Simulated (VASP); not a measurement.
## Ge2Sb2Te5: single point with PBE

The system is Ge2Sb2Te5.

```
CELL_PARAMETERS angstrom
4.17762 0.00000 0.00000
-2.08881 3.61793 0.00000
0.00000 0.00000 18.84442
ATOMIC_POSITIONS crystal
Ge 0.00000 0.00000 0.33132
Ge 0.00000 0.00000 0.66868
Sb 0.33333 0.66667 0.11210
Sb 0.66667 0.33333 0.88790
Te 0.00000 0.00000 0.00000
Te 0.33333 0.66667 0.79143
Te 0.66667 0.33333 0.20857
Te 0.33333 0.66667 0.40960
Te 0.66667 0.33333 0.59040
```

* Program: VASP 6.6.1
* Task: single point
* Functional: PBE
* Potentials or basis: VASP PAW PBE potentials, release 64 (Ge_d, Sb, Te)
* Cutoff: 520 eV
* k mesh: 12 × 12 × 2
* Occupations: gaussian, width 0.03 eV
* Spin: no spin polarisation
* Dipole correction: no
* Further INCAR settings: ALGO = Fast; EDIFF = 1e-06; NBANDS = 44

The pressure is 0.1 GPa and the largest force is 0.156 eV/Å. The band gap on the k mesh is zero (bands 34 and 35 overlap by 0.15 eV).

Forces on the atoms (eV/Å):
```
Ge   0.000  0.000  0.090
Ge   0.000  0.000 -0.090
Sb   0.000  0.000 -0.001
Sb   0.000  0.000  0.001
Te   0.000  0.000  0.000
Te   0.000  0.000  0.143
Te   0.000  0.000 -0.143
Te   0.000  0.000 -0.156
Te   0.000  0.000  0.156
```

Stress tensor (GPa, compression positive):
```
 0.74  0.00  0.00
 0.00  0.74  0.00
 0.00  0.00 -1.25
```

Levels at points of the mesh, in eV from the Fermi level:
```csv
k point,band 30,band 31,band 32,band 33,band 34,band 35,band 36,band 37,band 38,band 39
"(0.00, 0.00, 0.00)",-1.24,-1.24,-1.17,-1.06,0.14,0.15,0.32,0.32,1.12,1.12
"(0.50, 0.00, 0.00)",-2.41,-2.20,-1.71,-1.45,-1.36,0.06,0.33,0.62,1.29,1.77
"(0.00, 0.00, 0.50)",-1.35,-1.26,-1.26,-0.77,0.00,0.25,0.33,0.33,1.10,1.10
"(0.50, 0.00, 0.50)",-2.57,-2.18,-2.15,-1.67,-0.87,0.04,0.40,0.58,1.45,1.62
```

Wall time 11 min on 1 thread of Oxide Virtual Turin-like Processor (shared host), peak memory 0.59 GiB.

Caveat: spin-orbit coupling is left out, which moves the levels of the heavy elements; this functional lacks dispersion, which binds layers or chains, so the pressure and a relaxed spacing across them are unreliable.
